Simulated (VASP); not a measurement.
Runs of VASP 6.6.1 on CdF2. The structure is that of space group I4/mmm (No. 139), or close to it. The cells are those of the table. 

```tsv
cell	gap on the mesh (eV)	pressure (GPa)
a = 3.810, b = 3.955, c = 3.955 Å, angles 57.6, 61.2, 61.2°, 3 atoms	3.34	-6.3
a = 3.810, b = 4.068, c = 4.068 Å, angles 55.9, 62.1, 62.1°, 3 atoms	2.95	(c)
a = 3.810, b = 3.670, c = 3.670 Å, angles 62.5, 58.7, 58.7°, 3 atoms	3.85	(a)
a = 3.810, b = 3.602, c = 3.602 Å, angles 63.9, 58.1, 58.1°, 3 atoms	3.76	19.7
a = 3.810, b = 4.106, c = 4.106 Å, angles 55.3, 62.4, 62.4°, 3 atoms	2.81	(b)
```

Alike in all rows: task single point; level r2SCAN; potentials or basis VASP PAW PBE potentials, release 64 (Cd, F); no spin polarisation; k mesh 8 × 8 × 8; cutoff (eV) 520; smearing gaussian 0.05 eV.

Question: Fill in the values left out.

Answer: (a) 12.1; (b) -11.0; (c) -10.0.

Caveats: the PAW data sets were made with another functional, which shifts forces and pressure a little.

A k mesh can miss the band edges, and the runs leave out spin-orbit coupling on Cd.
